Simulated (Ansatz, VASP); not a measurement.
InSe2: VASP beside Ansatz

File INCAR:

```
PREC = Accurate
ENCUT = 520
EDIFF = 1E-7
ISMEAR = 0
SIGMA = 0.05
LREAL = False
LASPH = True
NELM = 60
ALGO = Normal
ISIF = 2
LWAVE = False
LCHARG = False
GGA = PS
NBANDS = 34
```

The input KPOINTS:

```
regular mesh
0
Gamma
  5 5 2
```

Contents of POSCAR:

```
InSe2
1.0
    3.8948930000      0.0000000000      0.0000000000
    0.0000000000      3.8948930000      0.0000000000
    0.0000000000      0.0000000000      9.6262310000
In Se
2 4
Direct
    0.0000000000      0.5000000000      0.7064680000
    0.5000000000      0.0000000000      0.2935320000
    0.0000000000      0.5000000000      0.3662120000
    0.5000000000      0.0000000000      0.6337880000
    0.0000000000      0.0000000000      0.0000000000
    0.5000000000      0.5000000000      0.0000000000
```

Input for Ansatz:

```yaml
crystal:
  lattice:
    - [3.894893, 0.0, 0.0]
    - [0.0, 3.894893, 0.0]
    - [0.0, 0.0, 9.626231]
  atoms:
    - { symbol: In, position: [0.0, 0.5, 0.706468] }
    - { symbol: In, position: [0.5, 0.0, 0.293532] }
    - { symbol: Se, position: [0.0, 0.5, 0.366212] }
    - { symbol: Se, position: [0.5, 0.0, 0.633788] }
    - { symbol: Se, position: [0.0, 0.0, 0.0] }
    - { symbol: Se, position: [0.5, 0.5, 0.0] }
basis:
  ecutwfc: 420
kpoints:
  mp_grid: { grid: [5, 5, 2] }
hamiltonian:
  xc: pbesol
scf:
  occupations: { method: gaussian, width: 0.05 }
output:
  forces: true
  stress: true
  eigenvalues: true
```

Alike in both runs: task single point; functional PBEsol; k mesh 5 × 5 × 2; occupations gaussian, width 0.05 eV; no spin polarisation.

|  | VASP | Ansatz |
| --- | --- | --- |
| version | VASP 6.6.1 | Ansatz 0.2.0 |
| potentials or method | VASP PAW PBE potentials, release 64 (In_d, Se), cutoff 520 eV | scalar-relativistic, plane waves, PAW |
| valence electrons in the cell | 50 | 90 |

Ansatz gave:

* gap on the k mesh at the Fermi level (eV): none
* pressure (GPa): -3.6
* traceless stress, the component that is largest in VASP (GPa): 0.90
* rms of the force components (eV/Å): 0.039

Question: Which values does VASP return?

Answer: gap on the k mesh at the Fermi level (eV): none; pressure (GPa): -3.5; traceless stress, the component that is largest in VASP (GPa): 0.86; rms of the force components (eV/Å): 0.039.

VASP's potentials were made for PBE, not for PBEsol. Atom by atom the forces differ by 0.001 eV/Å (rms over components). A gap of «none» marks a metal or a gap that the smearing closes. The functional is the same, so the differences come from potentials, cutoffs and numerics. VASP's potentials hold 50 valence electrons a cell and Ansatz's 90, so a difference there can come from the potentials and not from the codes.
